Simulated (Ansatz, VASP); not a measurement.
## Mg: VASP beside Ansatz

```xyz
2
Lattice="3.1888 0.0000 0.0000 -1.5944 2.7615 0.0000 0.0000 0.0000 5.1081" Properties=species:S:1:pos:R:3 pbc="T T T"
Mg    0.0000    1.8410    1.2770
Mg    1.5944    0.9205    3.8311
```

Alike in both runs: task single point; functional HSE06; k mesh 6 × 6 × 4; occupations gaussian, width 0.1 eV; no spin polarisation.

```csv
,VASP,Ansatz
version,VASP 6.6.1,Ansatz 0.2.0
potentials or method,"VASP PAW PBE potentials, release 64 (Mg), cutoff 520 eV","scalar-relativistic, plane waves, PAW"
valence electrons in the cell,4,20
```

Ansatz gave:

- gap on the k mesh at the Fermi level (eV): none
- pressure (GPa): 0.8
- traceless stress, the component that is largest in VASP (GPa): -0.30

Problem. What did VASP give for the same quantities?

Solution. gap on the k mesh at the Fermi level (eV): none; pressure (GPa): 0.7; traceless stress, the component that is largest in VASP (GPa): -0.34.

A gap of «none» marks a metal or a gap that the smearing closes. The functional is the same, so the differences come from potentials, cutoffs and numerics. VASP's potentials hold 4 valence electrons a cell and Ansatz's 20, so a difference there can come from the potentials and not from the codes. Ansatz's warnings: filled band counts differ across k points, stress exchange threshold loose, stress scf threshold loose.

The k mesh is coarse, so the values compare programs but aren't converged.
